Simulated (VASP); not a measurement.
# HF in VASP: further runs, part 2 of 2

VASP 6.6.1. The steps go on from the part before.

**4. Single point, PBE+D3(BJ)**

The input, INCAR:

```
PREC     = Accurate       # precision mode
ENCUT    = 520            # plane-wave cutoff, eV
EDIFF    = 1E-6           # SCF threshold, eV
ISMEAR   = -1             # smearing method
SIGMA    = 0.02           # smearing width, eV
LREAL    = Auto         
LASPH    = T              # aspherical terms in the spheres
NELM     = 60             # most SCF steps
ALGO     = Normal         # electronic algorithm
ISIF     = 2              # what is computed and relaxed
LWAVE    = F              # write WAVECAR
LCHARG   = F              # write CHGCAR
GGA      = PE             # functional
IVDW     = 12             # dispersion correction
NBANDS   = 56             # bands
```

The input, KPOINTS:

```
Automatic mesh
0
Gamma
  1 1 1
```

The input, POSCAR:

```
HF
1.0
    6.7386640000      0.0000000000      0.0000000000
    0.0000000000      6.7386640000      0.0000000000
    0.0000000000      0.0000000000      6.7386640000
F H
10 10
Direct
    0.6135785966      0.4507570047      0.6126140137
    0.8491890974      0.0651761239      0.6592701461
    0.3445935277      0.9152852850      0.9841119842
    0.2859172085      0.2427038950      0.0687525005
    0.3898844044      0.7936736421      0.5529582718
    0.8261875054      0.4770530182      1.2322175434
    0.1053769709      0.7961963974      0.3215177370
    0.1077661685      0.6147212563      0.9091861532
    0.2639989173      0.3578157332      0.3915612946
    0.7368374503      0.7657007383      0.4576426425
    0.4892364421      0.4070539798      0.5680502842
    0.8163042407     -0.0620894587      0.6004009103
    0.2486546295      0.8278198765      0.9671650048
    0.2259646719      0.3214435384     -0.0186387094
    0.2898794182      0.7348637653      0.4433074568
    0.7627921499      0.3673131647      1.2861006277
   -0.0267115262      0.7326081253      0.3253760686
   -0.0087851242      0.6839783079      0.9077466988
    0.2890780724      0.3021815600      0.2576178305
    0.6110113221      0.8057383481      0.4879899042
```

Potentials or basis: VASP PAW PBE potentials, release 64 (F, H).

Command:

```
> cat potpaw_PBE.64/F/POTCAR potpaw_PBE.64/H/POTCAR > POTCAR
> mpirun -np 1 vasp_gam > vasp.out
```

OUTCAR:

```text
PREC = Accurate
   ENCUT = 520
   EDIFF = 1E-6
   ISMEAR = -1
   LREAL = Auto
   LASPH = T
   NELM = 60
   ISIF = 2
   GGA = PE
   IVDW = 12
 IVDW          = 12

 ion  position               nearest neighbor table
   1  0.614  0.451  0.613-  11 0.94
   2  0.849  0.065  0.659-  12 0.97
   3  0.345  0.915  0.984-  13 0.88
   4  0.286  0.243  0.069-  14 0.89  19 1.33
   5  0.390  0.794  0.553-  15 1.08
   6  0.826  0.477  0.232-  16 0.93
   7  0.105  0.796  0.322-  17 0.99
   8  0.108  0.615  0.909-  18 0.91
   9  0.264  0.358  0.392-  19 0.99
  10  0.737  0.766  0.458-  20 0.91
  11  0.489  0.407  0.568-   1 0.94
  12  0.816  0.938  0.600-   2 0.97
  13  0.249  0.828  0.967-   3 0.88
  14  0.226  0.321  0.981-   4 0.89
  15  0.290  0.735  0.443-   5 1.08
  16  0.763  0.367  0.286-   6 0.93
  17  0.973  0.733  0.325-   7 0.99
  18  0.991  0.684  0.908-   8 0.91
  19  0.289  0.302  0.258-   9 0.99   4 1.33
  20  0.611  0.806  0.488-  10 0.91

  LATTYP: Found a simple cubic cell.
 ALAT       =     6.7386640000
[... 196 lines left out ...]
 cond. band min:      -0.1110832582   @ k =   0.0000   0.0000   0.0000
 fundamental gap:      6.1067265221
 Fermi energy:        -5.7413677334

 k-point     1 :       0.0000    0.0000    0.0000
  band No.  band energies     occupation
      1     -29.6424      2.00000
      2     -29.1834      2.00000
      3     -28.7264      2.00000
      4     -28.2189      2.00000
      5     -27.9203      2.00000
      6     -27.2760      2.00000
[... 44 lines left out ...]
     51       6.0672      0.00000
     52       6.2734      0.00000
 [bands above 52 left out]

------------------------ aborting loop because EDIFF is reached ----------------------------------------

 Edisp (eV)   -0.41660

 E8    (eV) :    -0.0833

  FORCE on cell =-STRESS in cart. coord.  units (eV):
  Direction    XX          YY          ZZ          XY          YZ          ZX
  --------------------------------------------------------------------------------------
  -------------------------------------------------------------------------------------
  Total       5.09661     5.02625     2.13647    -1.47396    -0.94809    -1.26740
  in kB      26.68522    26.31683    11.18629    -7.71749    -4.96408    -6.63595
  external pressure =       21.40 kB  Pullay stress =        0.00 kB

 VOLUME and BASIS-vectors are now :
 -----------------------------------------------------------------------------
  energy-cutoff  :      520.00
  volume of cell :      306.00
      direct lattice vectors                 reciprocal lattice vectors
     6.738664000  0.000000000  0.000000000     0.148397368  0.000000000  0.000000000
     0.000000000  6.738664000  0.000000000     0.000000000  0.148397368  0.000000000
     0.000000000  0.000000000  6.738664000     0.000000000  0.000000000  0.148397368

 POSITION                                       TOTAL-FORCE (eV/Angst)
 -----------------------------------------------------------------------------------
      4.13470      3.03750      4.12820         0.338119     -0.303954      0.295919
      5.72240      0.43920      4.44260        -0.035790     -0.600460     -0.011732
      2.32210      6.16780      6.63160         3.323676      2.375772      0.481904
      1.92670      1.63550      0.46330         1.760171     -1.997702      1.528308
      2.62730      5.34830      3.72620        -1.801728     -1.139431     -2.074792
      5.56740      3.21470      1.56484         0.508756      0.443765     -0.768977
[... 12 lines left out ...]
      1.94800      2.03630      1.73600        -0.394967      0.436459      0.865506
      4.11740      5.42960      3.28840        -3.573927      0.281037      0.577004
 -----------------------------------------------------------------------------------
    total drift:                                0.004264      0.006214      0.000174

  FREE ENERGIE OF THE ION-ELECTRON SYSTEM (eV)
  ---------------------------------------------------
  free  energy   TOTEN  =       -80.3103719042 eV

  energy  without entropy=      -80.3103719042  energy(sigma->0) =      -80.31037190
```

OSZICAR:

```text
N       E                     dE             d eps       ncg     rms          rms(c)
DAV:   1     0.750138022323E+03    0.75014E+03   -0.45223E+04   112   0.131E+03
DAV:   2    -0.195807550640E+02   -0.76972E+03   -0.73632E+03   136   0.346E+02
DAV:   3    -0.853072703626E+02   -0.65727E+02   -0.65406E+02   136   0.107E+02
DAV:   4    -0.861939917810E+02   -0.88672E+00   -0.88586E+00   144   0.143E+01
DAV:   5    -0.862028862708E+02   -0.88945E-02   -0.88939E-02   128   0.138E+00    0.162E+01
DAV:   6    -0.801454207888E+02    0.60575E+01   -0.20546E+01   128   0.211E+01    0.659E+00
DAV:   7    -0.799681875283E+02    0.17723E+00   -0.59701E-01   112   0.414E+00    0.397E+00
DAV:   8    -0.798953682242E+02    0.72819E-01   -0.15702E-01   136   0.300E+00    0.465E-01
DAV:   9    -0.798939067661E+02    0.14615E-02   -0.31098E-02   136   0.101E+00    0.299E-01
DAV:  10    -0.798946996857E+02   -0.79292E-03   -0.86848E-03   128   0.553E-01    0.161E-01
DAV:  11    -0.798942114383E+02    0.48825E-03   -0.80427E-04   136   0.235E-01    0.796E-02
DAV:  12    -0.798938553029E+02    0.35614E-03   -0.10199E-03   128   0.230E-01    0.354E-02
DAV:  13    -0.798937973938E+02    0.57909E-04   -0.19110E-04   136   0.101E-01    0.195E-02
DAV:  14    -0.798937714975E+02    0.25896E-04   -0.28013E-05   120   0.350E-02    0.107E-02
DAV:  15    -0.798937678153E+02    0.36821E-05   -0.14299E-05   136   0.251E-02    0.403E-03
DAV:  16    -0.798937671438E+02    0.67154E-06   -0.13559E-06    80   0.732E-03
   1 F= -.80310372E+02 E0= -.80310372E+02  d E =-.452765E-10
```

stdout:

```text
POSCAR found type information on POSCAR F H
 POSCAR found :  2 types and      20 ions
 scaLAPACK will be used
 LDA part: xc-table for (Slater+PW92), standard interpolation
 POSCAR, INCAR and KPOINTS ok, starting setup
 FFT: planning ... GRIDC
 FFT: planning ... GRID_SOFT
 FFT: planning ... GRID
 WAVECAR not read
 entering main loop
```

Run time: 30 s. Hardware: 1 thread of Intel Xeon Platinum 8259CL at 2.50GHz (Skylake/Cascade Lake), shared host; peak memory 0.31 GiB.

What came out:

```
Free energy                : -80.3104 eV
Pressure                   : 2.1 GPa
Largest force              : 4.114 eV/Å
Dispersion energy per atom : -0.021 eV
```

Forces on the atoms (eV/Å):
```
F    0.338 -0.304  0.296
F   -0.036 -0.600 -0.012
F    3.324  2.376  0.482
F    1.760 -1.998  1.528
F   -1.802 -1.139 -2.075
F    0.509  0.444 -0.769
F   -1.351 -0.710 -0.288
F    1.480 -0.840 -0.028
F    0.472  0.151  0.465
F    3.392 -0.097 -0.592
H   -0.657 -0.192 -0.308
H    0.328  0.744  0.113
H   -2.767 -2.976 -0.622
H   -1.809  2.376 -2.473
H    1.575  1.532  2.146
H   -0.275 -0.483  0.602
H    1.278  0.382  0.194
H   -1.791  0.616 -0.102
H   -0.395  0.436  0.866
H   -3.574  0.281  0.577
```

Levels at points of the mesh, in eV from the Fermi level:
```
           k point  band 38  band 39  band 40  band 41  band 42  band 43
(0.00, 0.00, 0.00)    -0.61    -0.57    -0.48     5.63     8.08     8.48
```

Caveat: the k points lie up to 0.93 Å⁻¹ apart, too coarse for converged energies, forces and pressures.

**5. Single point, PBE+D3(BJ)**

The input, INCAR:

```
SYSTEM = HF
  PREC = Accurate
  ENCUT = 520
  EDIFF = 1E-6
  ISMEAR = -1
  SIGMA = 0.02
  LREAL = Auto
  LASPH = .True.
  NELM = 60
  ALGO = Normal
  ISIF = 2
  LWAVE = .False.
  LCHARG = .False.
  GGA = PE
  IVDW = 12
  NBANDS = 56
```

The input, KPOINTS:

```
regular mesh
0
Gamma
  1 1 1
  0 0 0
```

The input, POSCAR:

```
HF
1.0
    6.7386640000      0.0000000000      0.0000000000
    0.0000000000      6.7386640000      0.0000000000
    0.0000000000      0.0000000000      6.7386640000
F H
10 10
Direct
    0.6658293098      0.3653394798      0.6210281445
    0.9097500632      0.1236595266      0.6735162934
    0.3628018848      0.8101605897      1.0880940198
    0.2612387263      0.2964831011      0.0672833666
    0.3436289448      0.7546154549      0.6161013518
    0.8293928886      0.5247627720      1.2649391630
    0.0499357143      0.8126091463      0.3851505284
    0.0932529059      0.6404830394      0.8282799083
    0.2982193503      0.4162694564      0.4824398427
    0.6540020396      0.8673974545      0.5162596028
    0.5396173485      0.3619411800      0.5527208361
    0.8045214897      0.0498021566      0.6210875034
    0.3307628931      0.8936341091      0.9773895835
    0.2105758649      0.3995153936     -0.0246636425
    0.2186783612      0.7719482675      0.5349279917
    0.8197618994      0.4117581764      1.3627478681
   -0.0312376459      0.6944254826      0.3473833983
   -0.0421151730      0.6388951875      0.8763309760
    0.3309706494      0.4063713519      0.3530224982
    0.5352247864      0.8189457139      0.5137516873
```

Command:

```
> cat potpaw_PBE.64/F/POTCAR potpaw_PBE.64/H/POTCAR > POTCAR
> mpirun -np 1 vasp_gam > vasp.out
```

Run time: 29 s. Hardware: 1 thread of Intel Xeon Platinum 8259CL at 2.50GHz (Skylake/Cascade Lake), shared host; peak memory 0.31 GiB.

Results (log left out):

```
Free energy                : -80.7217 eV
Pressure                   : 0.3 GPa
Largest force              : 7.482 eV/Å
Dispersion energy per atom : -0.021 eV
```

Forces in eV/Å, atoms in the order of the input:
```
F   -0.784  0.319 -0.932
F    1.138 -0.053  0.411
F    0.002  0.602 -0.635
F   -0.615  1.430 -1.014
F   -1.233  0.613 -0.846
F    0.057 -1.730  1.405
F   -0.436 -1.090 -0.148
F   -1.690 -0.532  0.904
F   -0.260 -0.310  2.395
F    6.949  2.757 -0.323
H    0.133  0.297  0.785
H   -0.515 -0.483 -0.243
H    0.150 -0.627  0.689
H    0.643 -1.127  1.035
H    0.955 -0.106  0.580
H    0.057  1.719 -1.057
H    0.488  0.996  0.294
H    1.068  0.024 -0.462
H    0.200 -0.321 -3.145
H   -6.306 -2.377  0.307
```

Stress tensor (GPa, compression positive):
```
 2.66  1.27 -1.27
 1.27 -0.90  1.35
-1.27  1.35 -0.75
```

Levels at points of the mesh, in eV from the Fermi level:
```csv
k point,band 37,band 38,band 39,band 40,band 41,band 42,band 43,band 44
"(0.00, 0.00, 0.00)",-1.23,-1.19,-0.87,-0.50,5.16,7.58,7.80,8.53
```

Caveat: the k points lie up to 0.93 Å⁻¹ apart, too coarse for converged energies, forces and pressures.

**6. The runs side by side**

```tsv
cell	pressure (GPa)	largest force (eV/Å)
as given, atomic positions A	-0.3	0.34
as given, atomic positions B	1.8	4.61
as given, atomic positions C	2.1	4.11
as given, atomic positions D	0.3	7.48
```

Alike in all rows: task single point; level PBE+D3(BJ); potentials or basis VASP PAW PBE potentials, release 64 (F, H); no spin polarisation; k mesh 1 × 1 × 1; cutoff (eV) 520; smearing fermi-dirac 0.02 eV.

Caveats: all runs use coarse meshes.

Absolute energies hang on the potentials; compare differences alone.
